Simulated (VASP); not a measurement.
Wanted: the native input for a VASP 6.6.1 run.

* Task: single point
* Functional: r2SCAN
* Potentials or basis: VASP PAW PBE potentials, release 64 (Ti_sv)
* Cutoff: 520 eV
* k mesh: 22 × 22 × 22
* Occupations: gaussian, width 0.15 eV
* Spin: no spin polarisation
* Dipole correction: no
* Further INCAR settings: ALGO = Normal; EDIFF = 1e-06; NBANDS = 12

Ti:

```
Ti
1.0
     0.00000    1.86001    2.41801
     1.86001    0.00000    2.41801
     1.86001    1.86001    0.00000
Ti
1
Cartesian
  0.0000 0.0000 0.0000
```

This cell differs from its parent crystal: ratio of the length along z to the lengths across it x 1.3, volume and fractional coordinates fixed.

These files were run (other wordings do the same):

POSCAR

```
Ti
1.0
    0.0000000000      1.8600084640      2.4180110031
    1.8600084640      0.0000000000      2.4180110031
    1.8600084640      1.8600084640      0.0000000000
Ti
1
Direct
    0.0000000000      0.0000000000      0.0000000000
```

INCAR.step1

```
SYSTEM = Ti
PREC     = Accurate       ! precision mode
ENCUT    = 520            ! plane-wave cutoff, eV
ISMEAR   = 0              ! smearing method
SIGMA    = 0.15           ! smearing width, eV
LREAL    = .FALSE.        ! projectors in reciprocal space
LASPH    = .TRUE.         ! aspherical terms in the spheres
NELM     = 100            ! most SCF steps
NBANDS   = 12             ! bands
GGA      = PE             ! functional
ALGO     = Normal         ! electronic algorithm
EDIFF    = 1E-4           ! SCF threshold, eV
LWAVE    = .TRUE.         ! write WAVECAR
LCHARG   = .FALSE.        ! write CHGCAR
```

INCAR.step2

```
SYSTEM = Ti
PREC     = Accurate       ! precision mode
ENCUT    = 520            ! plane-wave cutoff, eV
EDIFF    = 1E-6           ! SCF threshold, eV
ISMEAR   = 0              ! smearing method
SIGMA    = 0.15           ! smearing width, eV
LREAL    = .FALSE.        ! projectors in reciprocal space
LASPH    = .TRUE.         ! aspherical terms in the spheres
NELM     = 100            ! most SCF steps
ALGO     = Normal         ! electronic algorithm
ISIF     = 2              ! what is computed and relaxed
LWAVE    = .FALSE.        ! write WAVECAR
LCHARG   = .FALSE.        ! write CHGCAR
METAGGA  = R2SCAN         ! meta-GGA
LMIXTAU  = .TRUE.       
NBANDS   = 12             ! bands
ISTART   = 1
```

KPOINTS

```
Automatic mesh
0
G
  22 22 22
  0 0 0
```

Potentials or basis: VASP PAW PBE potentials, release 64 (Ti_sv).

Run with:

```sh
$ cat potpaw_PBE.64/Ti_sv/POTCAR > POTCAR
$ cp INCAR.step1 INCAR
$ mpirun -np 1 vasp_std > vasp.out
$ cp INCAR.step2 INCAR
$ mpirun -np 1 vasp_std > vasp.out
```

It gave:

- Pressure: 2.8 GPa
- Band gap on the k mesh: zero (band 6 reaches 9.39 eV, above the bottom of band 7 at 7.84 eV)

Caveat: the PAW data sets were made with another functional, which shifts forces and pressure a little.

Run time: 7.9 min on 1 thread of Intel(R) Xeon(R) Platinum 8175M CPU @ 2.50GHz (Skylake/Cascade Lake) (shared host), peak memory 0.27 GiB.
